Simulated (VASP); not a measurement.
# Be (Im-3m) in VASP: further runs

Be is run at these levels: b88 exchange, pbe correlation, PBEsol+D4, B3LYP+D4; tasks: single point.

Program: VASP 6.6.1. These are calculated values, not measurements. Logs are shortened: lines on timing, memory, paths and dates and some standing lists are left out, and cuts for length are marked.

## Step 1: The cell of the first run

Symmetry: Im-3m, No. 229, cubic system. The conventional cell has a = 2.506 Å, b = 2.506 Å, c = 2.506 Å, α = 90.00°, β = 90.00°, γ = 90.00°. Within 2.9 Å of Be (site symmetry m-3m) lie 14 Be at 2.17 to 2.51 Å.

This isn't the form of Be at room conditions, which is hcp.

## Step 2: Single point, b88 exchange, pbe correlation

File INCAR:

```
PREC = Accurate
ENCUT = 600
EDIFF = 1E-6
ISMEAR = -5
SIGMA = 0.05
LREAL = False
LASPH = True
NELM = 120
ALGO = Normal
ISIF = 2
LWAVE = False
LCHARG = False
GGA = LIBXC
LIBXC1 = GGA_X_B88
LIBXC2 = GGA_C_PBE
NBANDS = 7
GGA_COMPAT = False
```

File KPOINTS:

```
regular mesh
0
Gamma
  15 15 15
```

File POSCAR:

```
Be
1.0
   -1.2531209513      1.2531209513      1.2531209513
    1.2531209513     -1.2531209513      1.2531209513
    1.2531209513      1.2531209513     -1.2531209513
Be
1
Direct
    0.0000000000      0.0000000000      0.0000000000
```

Potentials or basis: VASP PAW PBE potentials, release 64 (Be).

Command:

```console
$ cat potpaw_PBE.64/Be/POTCAR > POTCAR
$ mpirun -np 1 vasp_std > vasp.out
```

OUTCAR:

```text
PREC = Accurate
   ENCUT = 600
   EDIFF = 1E-6
   ISMEAR = -5
   LREAL = False
   LASPH = True
   NELM = 120
   ISIF = 2
   GGA = LIBXC

 ion  position               nearest neighbor table
   1  0.000  0.000  0.000-

  LATTYP: Found a body centered cubic cell.
 ALAT       =     2.5062419026

  Lattice vectors:

 A1 = (  -1.2531209513,   1.2531209513,   1.2531209513)
 A2 = (   1.2531209513,  -1.2531209513,   1.2531209513)
 A3 = (   1.2531209513,   1.2531209513,  -1.2531209513)

Analysis of symmetry for initial positions (statically):
=====================================================================
 Subroutine PRICEL returns:
 Original cell was already a primitive cell.

 Routine SETGRP: Setting up the symmetry group for a
 body centered cubic supercell.

 Subroutine GETGRP returns: Found 48 space group operations
 (whereof 48 operations were pure point group operations)
 out of a pool of 48 trial point group operations.

The static configuration has the point symmetry O_h .

Analysis of symmetry for dynamics (positions and initial velocities):
=====================================================================
 Subroutine PRICEL returns:
 Original cell was already a primitive cell.

 Routine SETGRP: Setting up the symmetry group for a
 body centered cubic supercell.

 Subroutine GETGRP returns: Found 48 space group operations
 (whereof 48 operations were pure point group operations)
 out of a pool of 48 trial point group operations.

The dynamic configuration has the point symmetry O_h .

 Subroutine INISYM returns: Found 48 space group operations
 (whereof 48 operations are pure point group operations),
 and found     1 'primitive' translations

----------------------------------------------------------------------------------------

                                     Primitive cell

  volume of cell :       7.8712

  direct lattice vectors                    reciprocal lattice vectors
    -1.253120951  1.253120951  1.253120951     0.000000000  0.399003783  0.399003783
     1.253120951 -1.253120951  1.253120951     0.399003783  0.000000000  0.399003783
     1.253120951  1.253120951 -1.253120951     0.399003783  0.399003783  0.000000000

  length of vectors
     2.170469156  2.170469156  2.170469156     0.564276561  0.564276561  0.564276561

  position of ions in fractional coordinates (direct lattice)
     0.000000000  0.000000000  0.000000000

  ion indices of the primitive-cell ions
   primitive index   ion index
                 1           1

----------------------------------------------------------------------------------------

 KPOINTS: regular mesh

Automatic generation of k-mesh.
 Grid dimensions read from file:
 generate k-points for:   15   15   15

 Generating k-lattice:

  Cartesian coordinates                     Fractional coordinates (reciprocal lattice)
     0.000000000  0.026600252  0.026600252     0.066666667  0.000000000  0.000000000
     0.026600252  0.000000000  0.026600252     0.000000000  0.066666667  0.000000000
     0.026600252  0.026600252  0.000000000     0.000000000  0.000000000  0.066666667

  Length of vectors
     0.037618437  0.037618437  0.037618437

  Shift w.r.t. Gamma in fractional coordinates (k-lattice)
     0.000000000  0.000000000  0.000000000

 TETIRR: Found   3891 inequivalent tetrahedra from    20250

 Subroutine IBZKPT returns following result:
 ===========================================

 Found    120 irreducible k-points:

 Following reciprocal coordinates:
            Coordinates               Weight
  0.000000  0.000000  0.000000      1.000000
  0.066667  0.000000  0.000000     12.000000
  0.133333  0.000000  0.000000     12.000000
  0.200000  0.000000  0.000000     12.000000
  0.266667  0.000000  0.000000     12.000000
  0.333333  0.000000  0.000000     12.000000
[... 16 lines left out ...]
  0.333333  0.200000  0.000000     48.000000
  0.400000  0.200000 -0.000000     24.000000
 [... further k-points ...]
   k-points           NKPTS =    120   k-points in BZ     NKDIM =    120   number of bands    NBANDS=      7
   number of dos      NEDOS =    301   number of ions     NIONS =      1
   total plane-waves  NPLWV =   5832
   dimension x,y,z NGX =    18 NGY =   18 NGZ =   18
   dimension x,y,z NGXF=    36 NGYF=   36 NGZF=   36
   ions per type =               1
   NGX,Y,Z   is equivalent  to a cutoff of  13.79, 13.79, 13.79 a.u.
   NGXF,Y,Z  is equivalent  to a cutoff of  27.57, 27.57, 27.57 a.u.
 SYSTEM =  unknown system
   PREC   = accura    normal or accurate (medium, high low for compatibility)
   ISTART =      0    job   : 0-new  1-cont  2-samecut
   ICHARG =      2    charge: 1-file 2-atom 10-const
   ISPIN  =      1    spin polarized calculation?
   LNONCOLLINEAR =      F non collinear calculations
   LSORBIT =      F    spin-orbit coupling
   LASPH  =      T    aspherical Exc in radial PAW
   ENCUT  =  600.0 eV  44.10 Ry    6.64 a.u.   4.33  4.33  4.33*2*pi/ulx,y,z
   NELM   =    120;   NELMIN=  2; NELMDL= -5     # of ELM steps
   EDIFF  = 0.1E-05   stopping-criterion for ELM
   LREAL  =      F    real-space projection
   EDIFFG = 0.1E-04   stopping-criterion for IOM
   NSW    =      0    number of steps for IOM
   IBRION =     -1    ionic relax: 0-MD 1-quasi-New 2-CG
   NFREE  =      0    steps in history (QN), initial steepest desc. (CG)
   ISIF   =      2    stress and relaxation
   ISYM   =      2    0-nonsym 1-usesym 2-fastsym
   POTIM  = 0.5000    time-step for ionic-motion
   TEBEG  =    0.0;   TEEND  =   0.0 temperature during run
   PSTRESS=    0.0 pullay stress
   NELECT =       2.0000    total number of electrons
   NUPDOWN=      -1.0000    fix difference up-down
   EMIN   =  10.00;   EMAX   =-10.00  energy-range for DOS
   EFERMI =   0.00;   METHOD = LEGACY
   ISMEAR =    -5;   SIGMA  =   0.05  broadening in eV -4-tet -1-fermi 0-gaus
   EFERMI_NEDOS =   21; number of points for ismear=-14 and -15
   IALGO  =     38    algorithm
   IMIX   =      4    mixing-type and parameters
     AMIX     =   0.40;   BMIX     =  1.00
     AMIX_MAG =   1.60;   BMIX_MAG =  1.00
  volume/ion in A,a.u.               =       7.87        53.12
  Fermi-wavevector in a.u.,A,eV,Ry     =   1.036904  1.959464 14.628572  1.075170
  Thomas-Fermi vector in A             =   2.171317
   LORBIT       =      0    0 simple, 1 ext, 2 COOP (PROOUT), +10 PAW based schemes
   GGA     = LIBXC    functional components
   LHFCALC =     F    Hartree Fock is set to
   AEXX    =    0.0000 exact exchange contribution
   IVDW    =     0    specifies the selected vdW correction
   LEPSILON=     F    determine dielectric tensor
   LRPA    =     F    only Hartree local field effects (RPA)
 non-spin polarized calculation
 Fermi weights with tetrahedron method with Bloechl corrections
  energy-cutoff  :      600.00
  volume of cell :        7.87
 maximum number of plane-waves:       272
 NGX is ok and might be reduce to    18
   NGX =  9   NGY =  9   NGZ =  9

 number of electron       2.0000000 magnetization

 Free energy of the ion-electron system (eV)
  ---------------------------------------------------
  ext. energy  EPLUGINS =         0.00000000
  ---------------------------------------------------
  free energy    TOTEN  =        -3.54233643 eV

  energy without entropy =       -3.54233643  energy(sigma->0) =       -3.54233643

 E-fermi :   8.0933     XC(G=0): -10.6254

 val. band max:        7.8678371332   @ k =   0.2667   0.2667   0.2000
 cond. band min:       7.7428493518   @ k =  -0.4000  -0.4000   0.2000
 fundamental gap:     -0.1249877814
 Fermi energy:         8.0932583192

 k-point     1 :       0.0000    0.0000    0.0000
  band No.  band energies     occupation
      1      -4.3026      2.00000
      2      27.3624      0.00000
      3      27.3624      0.00000
      4      27.3624      0.00000
      5      38.6197      0.00000
      6      38.6197      0.00000
      7      38.6197      0.00000

 k-point     2 :       0.0667    0.0000    0.0000
  band No.  band energies     occupation
      1      -4.1461      2.00000
      2      26.5790      0.00000
      3      26.7445      0.00000
      4      27.1785      0.00000
      5      36.6962      0.00000
      6      36.9409      0.00000
      7      39.6475      0.00000

 k-point     3 :       0.1333    0.0000    0.0000
  band No.  band energies     occupation
      1      -3.6764      2.00000
      2      24.2205      0.00000
      3      25.3597      0.00000
      4      26.6533      0.00000
      5      34.4429      0.00000
      6      34.5981      0.00000
      7      38.9305      0.00000

 k-point     4 :       0.2000    0.0000    0.0000
  band No.  band energies     occupation
      1      -2.8940      2.00000
      2      20.8284      0.00000
      3      23.8334      0.00000
      4      25.8899      0.00000
      5      32.5446      0.00000
      6      33.4907      0.00000
      7      38.9038      0.00000

 k-point     5 :       0.2667    0.0000    0.0000
  band No.  band energies     occupation
      1      -1.8046      2.00000
      2      17.1920      0.00000
      3      22.4695      0.00000
      4      25.0554      0.00000
      5      30.8783      0.00000
      6      33.3065      0.00000
      7      39.6139      0.00000
[... 161 lines left out ...]
 k-point    22 :       0.2667    0.2000    0.0000
  band No.  band energies     occupation
      1       1.4489      2.00000
      2      12.2434      0.00000
      3      16.3916      0.00000
      4      21.7790      0.00000
      5      34.2893      0.00000
      6      35.3679      0.00000
      7      42.7918      0.00000

 k-point    23 :       0.3333    0.2000    0.0000
  band No.  band energies     occupation
      1       3.1205      2.00000
      2       9.6485     -0.00805
      3      15.7516      0.00000
      4      21.3582      0.00000
      5      34.5128      0.00000
      6      36.2441      0.00000
      7      42.6453      0.00000

 k-point    24 :       0.4000    0.2000   -0.0000
  band No.  band energies     occupation
      1       4.1387      2.00000
      2       8.3058      0.03038
      3      15.5483      0.00000
      4      21.2156      0.00000
      5      34.5475      0.00000
      6      36.7949      0.00000
      7      41.8596      0.00000

 [... further k-points ...]
[... 5 lines left out ...]
  --------------------------------------------------------------------------------------
  -------------------------------------------------------------------------------------
  Total        0.0242991      0.0242991      0.0242991     -0.0000000     -0.0000000     -0.0000000
  in kB        4.9460967      4.9460967      4.9460967     -0.0000000     -0.0000000     -0.0000000
  external PRESSURE =       4.9460967 kB  Pullay stress =       0.0000000 kB

 VOLUME and BASIS-vectors are now :
 -----------------------------------------------------------------------------
  energy-cutoff  :      600.00
  volume of cell :        7.87
      direct lattice vectors                 reciprocal lattice vectors
    -1.253120951  1.253120951  1.253120951     0.000000000  0.399003783  0.399003783
     1.253120951 -1.253120951  1.253120951     0.399003783  0.000000000  0.399003783
     1.253120951  1.253120951 -1.253120951     0.399003783  0.399003783  0.000000000

 POSITION                                       TOTAL-FORCE (eV/Angst)
 -----------------------------------------------------------------------------------
      0.00000      0.00000      0.00000        -0.000000      0.000000      0.000000
 -----------------------------------------------------------------------------------
    total drift:                                0.000000     -0.000000     -0.000000

  FREE ENERGIE OF THE ION-ELECTRON SYSTEM (eV)
  ---------------------------------------------------
  free  energy   TOTEN  =        -3.5423364260 eV

  energy  without entropy=       -3.5423364260  energy(sigma->0) =       -3.54233643
```

Wall time 6.6 s (1 thread of Intel Xeon Platinum 8259CL at 2.50GHz (Skylake/Cascade Lake), shared host); peak memory 0.12 GiB.

What came out:

- Free energy: -3.5423 eV
- Pressure: 0.5 GPa
- Band gap on the k mesh: zero (bands 1 and 2 overlap by 4.42 eV)

Caveat: the PAW data sets were made with another functional, which shifts forces and pressure a little; tetrahedron occupations give inexact forces and stress in metals.

## Step 3: Single point, PBEsol+D4

File INCAR:

```
PREC     = Accurate       # precision mode
ENCUT    = 600            # plane-wave cutoff, eV
EDIFF    = 1E-6           # SCF threshold, eV
ISMEAR   = -1             # smearing method
SIGMA    = 0.1            # smearing width, eV
LREAL    = False          # projectors in reciprocal space
LASPH    = True           # aspherical terms in the spheres
NELM     = 120            # most SCF steps
ALGO     = Normal         # electronic algorithm
ISIF     = 2              # what is computed and relaxed
LWAVE    = False          # write WAVECAR
LCHARG   = True           # write CHGCAR
GGA      = PS             # functional
IVDW     = 13             # dispersion correction
LELF     = True           # ELF
LVHAR    = True         
NBANDS   = 7              # bands
GGA_COMPAT= False
```

File KPOINTS:

```
Automatic mesh
0
Gamma
  15 15 15
```

File POSCAR:

```
Be
1.0
   -1.2531209500      1.2531209500      1.2531209500
    1.2531209500     -1.2531209500      1.2531209500
    1.2531209500      1.2531209500     -1.2531209500
Be
1
Direct
    0.0000000000      0.0000000000      0.0000000000
```

Potentials or basis: VASP PAW PBE potentials, release 64 (Be).

Command:

```console
$ cat potpaw_PBE.64/Be/POTCAR > POTCAR
$ mpirun -np 1 vasp_std > vasp.out
```

It took 6.9 s on 1 thread of Intel Xeon Platinum 8259CL at 2.50GHz (Skylake/Cascade Lake), shared host; peak memory 0.12 GiB.

The run converged. Its results:

- Free energy: -3.9647 eV
- Pressure: -2.8 GPa
- Band gap on the k mesh: zero (bands 1 and 2 overlap by 4.41 eV)
- Dispersion energy per atom: -0.064 eV

Levels at points of the mesh, in eV from the Fermi level:
```csv
k point,band 1,band 2,band 3,band 4,band 5,band 6
"(0.00, 0.00, 0.00)",-12.14,19.44,19.44,19.44,30.80,30.80
```

Caveat: the PAW data sets were made with another functional, which shifts forces and pressure a little.

## Step 4: Single point, b88 exchange, pbe correlation

File INCAR:

```
  PREC = Accurate
  ENCUT = 600
  EDIFF = 1E-6
  ISMEAR = -5
  SIGMA = 0.05
  LREAL = False
  LASPH = True
  NELM = 120
  ALGO = Normal
  ISIF = 2
  LWAVE = False
  LCHARG = False
  GGA = LIBXC
  LIBXC1 = GGA_X_B88
  LIBXC2 = GGA_C_PBE
  NBANDS = 7
  GGA_COMPAT = False
```

KPOINTS is that of step 3.

POSCAR is that of step 3.

Command:

```console
$ cat potpaw_PBE.64/Be/POTCAR > POTCAR
$ mpirun -np 1 vasp_std > vasp.out
```

Wall time 7.4 s (1 thread of Intel Xeon Platinum 8259CL at 2.50GHz (Skylake/Cascade Lake), shared host); peak memory 0.12 GiB.

The run converged. Its results:

```
Free energy            : -3.5423 eV
Pressure               : 0.5 GPa
Band gap on the k mesh : zero (bands 1 and 2 overlap by 4.42 eV)
```

Levels at points of the mesh, in eV from the Fermi level:
| k point | band 1 | band 2 | band 3 | band 4 |
| --- | --- | --- | --- | --- |
| (0.00, 0.00, 0.00) | -12.40 | 19.27 | 19.27 | 19.27 |

Caveat: the PAW data sets were made with another functional, which shifts forces and pressure a little; tetrahedron occupations give inexact forces and stress in metals.

(Continued in part 2 of 2.)

The gap in the log of VASP goes by the Fermi energy; the results here count the filled bands.